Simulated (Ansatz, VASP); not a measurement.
# SrCl2: VASP beside Ansatz

INCAR

```
SYSTEM = SrCl2
  ALGO = Normal
  EDIFF = 1E-7
  ENCUT = 520
  GGA = PE
  ISIF = 2
  ISMEAR = 0
  LASPH = .TRUE.
  LCHARG = .TRUE.
  LELF = .TRUE.
  LREAL = .FALSE.
  LVHAR = .TRUE.
  LWAVE = .FALSE.
  NBANDS = 19
  NELM = 80
  PREC = Accurate
  SIGMA = 0.05
```

The input KPOINTS:

```
k-points
0
G
  6 6 6
  0 0 0
```

File POSCAR:

```
SrCl2
1.0
    0.0000000000      3.4076788962      3.6332672392
    3.4076788962      0.0000000000      3.6332672392
    3.4076788962      3.4076788962      0.0000000000
Sr Cl
1 2
Direct
    0.0000000000      0.0000000000      0.0000000000
    0.2500000000      0.2500000000      0.2500000000
    0.7500000000      0.7500000000      0.7500000000
```

Input for Ansatz:

```yaml
crystal:
  lattice:
    - [0.0, 3.4076788962, 3.6332672392]
    - [3.4076788962, 0.0, 3.6332672392]
    - [3.4076788962, 3.4076788962, 0.0]
  atoms:
    - { symbol: Sr, position: [0.0, 0.0, 0.0] }
    - { symbol: Cl, position: [0.25, 0.25, 0.25] }
    - { symbol: Cl, position: [0.75, 0.75, 0.75] }
basis:
  ecutwfc: 420
kpoints:
  mp_grid: { grid: [6, 6, 6] }
hamiltonian:
  xc: pbe
scf:
  occupations: { method: gaussian, width: 0.05 }
output:
  forces: true
  stress: true
  eigenvalues: true
```

Alike in both runs: task single point; functional PBE; k mesh 6 × 6 × 6; occupations gaussian, width 0.05 eV; no spin polarisation.

|  | VASP | Ansatz |
| --- | --- | --- |
| version | VASP 6.6.1 | Ansatz 0.2.0 |
| potentials or method | VASP PAW PBE potentials, release 64 (Sr_sv, Cl), cutoff 520 eV | scalar-relativistic, plane waves, PAW |
| valence electrons in the cell | 24 | 24 |

|  | VASP | Ansatz | Ansatz less VASP |
| --- | --- | --- | --- |
| gap on the k mesh at the Fermi level (eV) | 5.06 | 5.06 | +0.005 |
| least direct gap on the mesh (eV) | 5.32 | 5.32 | +0.002 |
| pressure (GPa) | 1.3 | 1.3 | -0.09 |
| traceless stress, the component that is largest in VASP (GPa) | -2.19 | -2.21 | -0.014 |
